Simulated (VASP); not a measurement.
Wanted: the native input for a VASP 6.6.1 run.

- Task: single point
- Functional: LDA
- Potentials or basis: VASP PAW LDA potentials, release 64 (Zn)
- Cutoff: 520 eV
- k mesh: 20 × 20 × 10
- Occupations: fermi-dirac, width 0.05 eV
- Spin: no spin polarisation
- Dipole correction: no
- Further INCAR settings: ALGO = Normal; EDIFF = 1e-07; NBANDS = 19

The structure of Zn lies in POSCAR:

```
Zn
1.0
    2.5903319805      0.0000000000      0.0000000000
   -1.2951659903      2.2432932994      0.0000000000
    0.0000000000      0.0000000000      4.5734769254
Zn
2
Direct
    0.3333333333      0.6666666667      0.2500000000
    0.6666666667      0.3333333333      0.7500000000
```

The input as run:

INCAR

```
PREC = Accurate
ENCUT = 520
EDIFF = 1E-7
ISMEAR = -1
SIGMA = 0.05
LREAL = False
LASPH = True
NELM = 100
ALGO = Normal
ISIF = 2
LWAVE = False
LCHARG = False
NBANDS = 19
```

KPOINTS

```
regular mesh
0
Gamma
  20 20 10
```

Potentials or basis: VASP PAW LDA potentials, release 64 (Zn).

Run with:

```sh
$ cat potpaw_LDA.64/Zn/POTCAR > POTCAR
$ mpirun -np 1 vasp_std > vasp.out
```

Results of the run:

```json
{
  "Pressure": "1.8 GPa",
  "Band gap on the k mesh": "zero (band 12 reaches 5.66 eV, above the bottom of band 13 at 1.59 eV)"
}
```

It took 37 s on 1 thread of Intel(R) Xeon(R) 6975P-C (Granite Rapids), with other jobs on the host, peak memory 0.21 GiB.
